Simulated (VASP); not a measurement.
# BaZn3 (Pm-3m) in VASP: further runs, part 2 of 2

VASP 6.6.1.

### 4 Relaxation of cell and atoms, PBE

File INCAR:

```
SYSTEM = BaZn3
PREC = Accurate
ENCUT = 600
EDIFF = 1E-7
ISMEAR = 0
SIGMA = 0.1
LREAL = .False.
LASPH = .True.
NELM = 60
ALGO = Normal
ISIF = 3
LWAVE = .False.
LCHARG = .False.
GGA = PE
IBRION = 2
NSW = 90
EDIFFG = -0.04
```

File KPOINTS:

```
Automatic mesh
0
Gamma
  4 4 4
  0 0 0
```

File POSCAR:

```
BaZn3
1.0
    4.2739636355      0.0000000000      0.0000000000
    0.0000000000      4.2739636355      0.0000000000
    0.0000000000      0.0000000000      4.2739636355
Ba Zn
1 3
Direct
    0.0000000000      0.0000000000      0.0000000000
    0.0000000000      0.5000000000      0.5000000000
    0.5000000000      0.0000000000      0.5000000000
    0.5000000000      0.5000000000      0.0000000000
```

Potentials or basis: VASP PAW PBE potentials, release 64 (Ba_sv, Zn).

Command:

```console
> cat potpaw_PBE.64/Ba_sv/POTCAR potpaw_PBE.64/Zn/POTCAR > POTCAR
> mpirun -np 1 vasp_std > vasp.out
```

OUTCAR:

```text
SYSTEM = BaZn3
   PREC = Accurate
   ENCUT = 600
   EDIFF = 1E-7
   ISMEAR = 0
   LREAL = .False.
   LASPH = .True.
   NELM = 60
   ISIF = 3
   GGA = PE
   IBRION = 2
   NSW = 90
   EDIFFG = -0.04

 ion  position               nearest neighbor table
   1  0.000  0.000  0.000-   2 3.02   3 3.02   4 3.02   2 3.02   3 3.02   2 3.02   4 3.02   2 3.02
                             3 3.02   4 3.02   3 3.02   4 3.02
   2  0.000  0.500  0.500-   1 3.02   3 3.02   4 3.02   1 3.02   4 3.02   1 3.02   3 3.02   1 3.02
                             3 3.02   4 3.02   4 3.02   3 3.02
   3  0.500  0.000  0.500-   1 3.02   2 3.02   4 3.02   1 3.02   4 3.02   2 3.02   4 3.02   4 3.02
                             1 3.02   2 3.02   1 3.02   2 3.02
   4  0.500  0.500  0.000-   1 3.02   2 3.02   3 3.02   2 3.02   3 3.02   1 3.02   3 3.02   3 3.02
                             1 3.02   2 3.02   2 3.02   1 3.02

  LATTYP: Found a simple cubic cell.
 ALAT       =     4.2739636355

  Lattice vectors:

 A1 = (   4.2739636355,   0.0000000000,   0.0000000000)
 A2 = (   0.0000000000,   4.2739636355,   0.0000000000)
 A3 = (   0.0000000000,   0.0000000000,   4.2739636355)

Analysis of symmetry for initial positions (statically):
=====================================================================
 Subroutine PRICEL returns:
 Original cell was already a primitive cell.

 Routine SETGRP: Setting up the symmetry group for a
 simple cubic supercell.

 Subroutine GETGRP returns: Found 48 space group operations
 (whereof 48 operations were pure point group operations)
 out of a pool of 48 trial point group operations.

The static configuration has the point symmetry O_h .

Analysis of symmetry for dynamics (positions and initial velocities):
=====================================================================
 Subroutine PRICEL returns:
 Original cell was already a primitive cell.

 Routine SETGRP: Setting up the symmetry group for a
 simple cubic supercell.

 Subroutine GETGRP returns: Found 48 space group operations
 (whereof 48 operations were pure point group operations)
 out of a pool of 48 trial point group operations.

The dynamic configuration has the point symmetry O_h .

 Subroutine INISYM returns: Found 48 space group operations
 (whereof 48 operations are pure point group operations),
 and found     1 'primitive' translations

----------------------------------------------------------------------------------------

                                     Primitive cell

  volume of cell :      78.0715

  direct lattice vectors                    reciprocal lattice vectors
     4.273963636  0.000000000  0.000000000     0.233974850  0.000000000  0.000000000
     0.000000000  4.273963636  0.000000000     0.000000000  0.233974850  0.000000000
     0.000000000  0.000000000  4.273963636     0.000000000  0.000000000  0.233974850

  length of vectors
     4.273963636  4.273963636  4.273963636     0.233974850  0.233974850  0.233974850

  position of ions in fractional coordinates (direct lattice)
     0.000000000  0.000000000  0.000000000
     0.000000000  0.500000000  0.500000000
     0.500000000  0.000000000  0.500000000
     0.500000000  0.500000000  0.000000000

  ion indices of the primitive-cell ions
   primitive index   ion index
                 1           1
                 2           2
                 3           3
                 4           4

----------------------------------------------------------------------------------------

 KPOINTS: Automatic mesh

Automatic generation of k-mesh.
 Grid dimensions read from file:
 generate k-points for:    4    4    4

 Generating k-lattice:

  Cartesian coordinates                     Fractional coordinates (reciprocal lattice)
     0.058493712  0.000000000  0.000000000     0.250000000  0.000000000  0.000000000
     0.000000000  0.058493712  0.000000000     0.000000000  0.250000000  0.000000000
     0.000000000  0.000000000  0.058493712     0.000000000  0.000000000  0.250000000

  Length of vectors
     0.058493712  0.058493712  0.058493712

  Shift w.r.t. Gamma in fractional coordinates (k-lattice)
     0.000000000  0.000000000  0.000000000

 Subroutine IBZKPT returns following result:
 ===========================================

 Found     10 irreducible k-points:

 Following reciprocal coordinates:
            Coordinates               Weight
  0.000000  0.000000  0.000000      1.000000
  0.250000  0.000000  0.000000      6.000000
  0.500000  0.000000  0.000000      3.000000
  0.250000  0.250000  0.000000     12.000000
  0.500000  0.250000  0.000000     12.000000
  0.500000  0.500000  0.000000      3.000000
  0.250000  0.250000  0.250000      8.000000
  0.500000  0.250000  0.250000     12.000000
  0.500000  0.500000  0.250000      6.000000
  0.500000  0.500000  0.500000      1.000000
   k-points           NKPTS =     10   k-points in BZ     NKDIM =     10   number of bands    NBANDS=     27
   number of dos      NEDOS =    301   number of ions     NIONS =      4
   total plane-waves  NPLWV =  46656
   dimension x,y,z NGX =    36 NGY =   36 NGZ =   36
   dimension x,y,z NGXF=    72 NGYF=   72 NGZF=   72
   ions per type =               1   3
   NGX,Y,Z   is equivalent  to a cutoff of  14.00, 14.00, 14.00 a.u.
   NGXF,Y,Z  is equivalent  to a cutoff of  28.01, 28.01, 28.01 a.u.
 SYSTEM =  BaZn3
   PREC   = accura    normal or accurate (medium, high low for compatibility)
   ISTART =      0    job   : 0-new  1-cont  2-samecut
   ICHARG =      2    charge: 1-file 2-atom 10-const
   ISPIN  =      1    spin polarized calculation?
   LNONCOLLINEAR =      F non collinear calculations
   LSORBIT =      F    spin-orbit coupling
   LASPH  =      T    aspherical Exc in radial PAW
   ENCUT  =  600.0 eV  44.10 Ry    6.64 a.u.   8.54  8.54  8.54*2*pi/ulx,y,z
   NELM   =     60;   NELMIN=  2; NELMDL= -5     # of ELM steps
   EDIFF  = 0.1E-06   stopping-criterion for ELM
   LREAL  =      F    real-space projection
   EDIFFG = -.4E-01   stopping-criterion for IOM
   NSW    =     90    number of steps for IOM
   IBRION =      2    ionic relax: 0-MD 1-quasi-New 2-CG
   NFREE  =      1    steps in history (QN), initial steepest desc. (CG)
   ISIF   =      3    stress and relaxation
   ISYM   =      2    0-nonsym 1-usesym 2-fastsym
   POTIM  = 0.5000    time-step for ionic-motion
   TEBEG  =    0.0;   TEEND  =   0.0 temperature during run
   PSTRESS=    0.0 pullay stress
   NELECT =      46.0000    total number of electrons
   NUPDOWN=      -1.0000    fix difference up-down
   EMIN   =  10.00;   EMAX   =-10.00  energy-range for DOS
   EFERMI =   0.00;   METHOD = LEGACY
   ISMEAR =     0;   SIGMA  =   0.10  broadening in eV -4-tet -1-fermi 0-gaus
   EFERMI_NEDOS =   21; number of points for ismear=-14 and -15
   IALGO  =     38    algorithm
   IMIX   =      4    mixing-type and parameters
     AMIX     =   0.40;   BMIX     =  1.00
     AMIX_MAG =   1.60;   BMIX_MAG =  1.00
  volume/ion in A,a.u.               =      19.52       131.71
  Fermi-wavevector in a.u.,A,eV,Ry     =   1.372450  2.593555 25.628203  1.883620
  Thomas-Fermi vector in A             =   2.498056
   LORBIT       =      0    0 simple, 1 ext, 2 COOP (PROOUT), +10 PAW based schemes
   GGA     = PE    functional components
   LHFCALC =     F    Hartree Fock is set to
   AEXX    =    0.0000 exact exchange contribution
   IVDW    =     0    specifies the selected vdW correction
   LEPSILON=     F    determine dielectric tensor
   LRPA    =     F    only Hartree local field effects (RPA)
 conjugate gradient relaxation of ions
 non-spin polarized calculation
 Gauss-broadening in eV      SIGMA  =   0.10
  energy-cutoff  :      600.00
  volume of cell :       78.07
 maximum number of plane-waves:      2624
 NGX is ok and might be reduce to    36
   NGX = 17   NGY = 17   NGZ = 17

--------------------------------------- Ionic step        1  -------------------------------------------

 number of electron      45.9999994 magnetization

 Free energy of the ion-electron system (eV)
  ---------------------------------------------------
  ext. energy  EPLUGINS =         0.00000000
  ---------------------------------------------------
  free energy    TOTEN  =        -3.50709021 eV

  energy without entropy =       -3.48005765  energy(sigma->0) =       -3.49357393

 E-fermi :   3.4994     XC(G=0): -10.8531

 val. band max:        3.3585733559   @ k =   0.5000   0.2500   0.2500
 cond. band min:       3.5085306878   @ k =   0.2500   0.2500   0.0000
 fundamental gap:      0.1499573319
 Fermi energy:         3.4993735728

 k-point     1 :       0.0000    0.0000    0.0000
  band No.  band energies     occupation
      1     -23.8324      2.00000
      2      -9.2475      2.00000
      3      -9.2475      2.00000
      4      -9.2475      2.00000
      5      -4.5421      2.00000
      6      -4.3690      2.00000
[... 400 lines left out ...]
  energy  without entropy=       -4.7719653045  energy(sigma->0) =       -4.78524209

--------------------------------------- Ionic step        4  -------------------------------------------

 number of electron      46.0000111 magnetization

 Free energy of the ion-electron system (eV)
  ---------------------------------------------------
  ext. energy  EPLUGINS =         0.00000000
  ---------------------------------------------------
  free energy    TOTEN  =        -4.80316132 eV

  energy without entropy =       -4.77751316  energy(sigma->0) =       -4.79033724

 E-fermi :   1.7098     XC(G=0):  -9.2196

 val. band max:        1.5810015344   @ k =   0.5000   0.2500   0.2500
 cond. band min:       1.7185656797   @ k =   0.5000   0.2500   0.2500
 fundamental gap:      0.1375641453
 Fermi energy:         1.7098014062

 k-point     1 :       0.0000    0.0000    0.0000
  band No.  band energies     occupation
      1     -26.2278      2.00000
      2     -11.4862      2.00000
      3     -11.4862      2.00000
      4     -11.4862      2.00000
      5      -5.5025      2.00000
      6      -5.5025      2.00000
[... 320 lines left out ...]
  FREE ENERGIE OF THE ION-ELECTRON SYSTEM (eV)
  ---------------------------------------------------
  free  energy   TOTEN  =        -4.8031613229 eV

  energy  without entropy=       -4.7775131642  energy(sigma->0) =       -4.79033724

 reached required accuracy - stopping structural energy minimisation
```

It took 42 s on 1 thread of Intel Xeon 6975P-C (Granite Rapids), shared host; peak memory 0.22 GiB.

What came out:

```
Free energy                            : -4.8032 eV
Relaxed volume                         : 27.84 Å³/atom
Relaxed cell                           : a = 4.811 Å, b = 4.811 Å, c = 4.811 Å, α = 90.00°, β = 90.00°, γ = 90.00°
Space group after relaxing (to 0.05 Å) : Pm-3m (No. 221)
Energy gained by relaxing              : 324.0 meV/atom
Ionic steps                            : 4
Pressure after relaxing                : 0.0 GPa
Band gap on the k mesh                 : zero (band 23 reaches 2.34 eV, above the bottom of band 24 at 1.58 eV)
```

The path:
| step | energy change (eV) | largest force (eV/Å) | pressure (GPa) | volume (Å³) |
| --- | --- | --- | --- | --- |
| 1 | 0.0000 | 0.0000 | 16.79 | 78.07 |
| 2 | -1.2482 | 0.0000 | 2.02 | 103.54 |
| 3 | -1.2914 | 0.0000 | 0.58 | 108.95 |
| 4 | -1.2961 | 0.0000 | 0.04 | 111.36 |

Final structure:
```
CELL_PARAMETERS angstrom
4.81110 0.00000 0.00000
0.00000 4.81110 0.00000
0.00000 0.00000 4.81110
ATOMIC_POSITIONS crystal
Ba 0.00000 0.00000 0.00000
Zn 0.00000 0.50000 0.50000
Zn 0.50000 0.00000 0.50000
Zn 0.50000 0.50000 0.00000
```

Caveat: the k points lie up to 0.33 Å⁻¹ apart in the final cell; the volume moved by over 15 % at a fixed basis, so the end points are rough; spin-orbit coupling is left out, which moves the levels of the heavy elements.

### 5 Single point, PBE

This run uses another cell than the first one, of 27.20 Å³/atom, 1.393 times its volume.

File INCAR:

```
  ALGO = Fast
  EDIFF = 1E-6
  ENCUT = 520
  GGA = PE
  ISIF = 2
  ISMEAR = 0
  LASPH = T
  LCHARG = T
  LELF = T
  LREAL = F
  LVHAR = T
  LWAVE = F
  NBANDS = 31
  NELM = 60
  PREC = Accurate
  SIGMA = 0.1
```

File KPOINTS:

```
k-points
0
Gamma
  10 10 10
```

File POSCAR:

```
BaZn3
1.0
    4.7736995332      0.0000000000      0.0000000000
    0.0000000000      4.7736995332      0.0000000000
    0.0000000000      0.0000000000      4.7736995332
Ba Zn
1 3
Direct
    0.0000000000      0.0000000000      0.0000000000
    0.0000000000      0.5000000000      0.5000000000
    0.5000000000      0.0000000000      0.5000000000
    0.5000000000      0.5000000000      0.0000000000
```

Command:

```console
> cat potpaw_PBE.64/Ba_sv/POTCAR potpaw_PBE.64/Zn/POTCAR > POTCAR
> mpirun -np 1 vasp_std > vasp.out
```

Run time: 79 s. Hardware: 1 thread of Intel Xeon 6975P-C (Granite Rapids), shared host; peak memory 0.31 GiB.

It converged, with:

```yaml
Free_energy: -4.8826 eV
Pressure: 0.2 GPa
Band_gap_on_the_k_mesh: zero (band 23 reaches 2.45 eV, above the bottom of band 24 at 1.40 eV)
```

Levels at points of the mesh, in eV from the Fermi level:
```csv
k point,band 20,band 21,band 22,band 23,band 24,band 25,band 26,band 27
"(0.00, 0.00, 0.00)",-6.55,-1.70,-1.70,0.66,0.66,0.66,3.51,3.51
"(0.50, 0.00, 0.00)",-4.73,-4.54,-0.43,0.01,0.01,0.02,3.12,3.12
"(0.50, 0.50, 0.00)",-4.40,-2.99,-2.99,-1.68,0.88,0.88,2.65,3.17
"(0.50, 0.50, 0.50)",-3.28,-3.28,-3.28,-1.43,0.28,0.28,0.28,4.77
```

Caveat: spin-orbit coupling is left out, which moves the levels of the heavy elements.

### 6 The runs side by side

| task | cell | k mesh | cutoff (eV) | gap on the mesh (eV) | pressure (GPa) |
| --- | --- | --- | --- | --- | --- |
| single point | a = 4.274 Å, 4 atoms | 4 × 4 × 4 | 520 | none | 16.9 |
| single point | a = 4.786 Å, 4 atoms | 4 × 4 × 4 | 520 | none | 0.4 |
| relaxation of cell and atoms | relaxed from a = 4.274 Å, 4 atoms | 4 × 4 × 4 | 600 | none | 0.0 |
| single point | a = 4.774 Å, 4 atoms | 10 × 10 × 10 | 520 | none | 0.2 |

Alike in all rows: level PBE; potentials or basis VASP PAW PBE potentials, release 64 (Ba_sv, Zn); no spin polarisation; smearing gaussian 0.1 eV.

Caveats: some runs use coarse meshes; spin-orbit coupling is left out, which moves the levels of the heavy elements; the volume moved by over 15 % at a fixed basis, so the end points are rough (some runs).

Absolute energies hang on the potentials; compare differences alone.
